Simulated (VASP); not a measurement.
Write the native input for VASP 6.6.1 that does the following.

| Item | Value |
| --- | --- |
| Task | single point |
| Functional | PBE |
| Potentials or basis | VASP PAW PBE potentials, release 64 (Pb_d) |
| Cutoff | 520 eV |
| k mesh | 7 × 7 × 10 |
| Occupations | fermi-dirac, width 0.08 eV |
| Spin | no spin polarisation |
| Dipole correction | no |
| Further INCAR settings | ALGO = Normal; EDIFF = 1e-06; NBANDS = 28 |

The structure of Pb lies in POSCAR:

```
Pb
1.0
    4.6703046181      0.0000000000      0.0000000000
   -2.3351523090      4.0446024427      0.0000000000
    0.0000000000      0.0000000000      2.8215768903
Pb
3
Direct
    0.0000000000      0.0000000000      0.0000000000
    0.3333333333      0.6666666667      0.5000000000
    0.6666666667      0.3333333333      0.5000000000
```

This isn't the form of Pb at room conditions, which is fcc.

One way to write it, as run:

INCAR

```
ALGO     = Normal         # electronic algorithm
EDIFF    = 1E-6           # SCF threshold, eV
ENCUT    = 520            # plane-wave cutoff, eV
GGA      = PE             # functional
ISIF     = 2              # what is computed and relaxed
ISMEAR   = -1             # smearing method
LASPH    = T              # aspherical terms in the spheres
LCHARG   = T              # write CHGCAR
LELF     = T              # ELF
LREAL    = F              # projectors in reciprocal space
LVHAR    = T            
LWAVE    = F              # write WAVECAR
NBANDS   = 28             # bands
NELM     = 100            # most SCF steps
PREC     = Accurate       # precision mode
SIGMA    = 0.08           # smearing width, eV
```

KPOINTS

```
k-points
0
Gamma
  7 7 10
```

Potentials or basis: VASP PAW PBE potentials, release 64 (Pb_d).

The run is started by

```sh
$ cat potpaw_PBE.64/Pb_d/POTCAR > POTCAR
$ mpirun -np 1 vasp_std > vasp.out
```

Results of the run:

```
Pressure               : 97.9 GPa
Band gap on the k mesh : zero (bands 21 and 22 overlap by 6.85 eV)
```

Caveat: the cell stands under pressure; spin-orbit coupling is left out, which moves the levels of the heavy elements.

It took 28 s on 1 thread of Intel(R) Xeon(R) 6975P-C (Granite Rapids), on a shared host, peak memory 0.2 GiB.
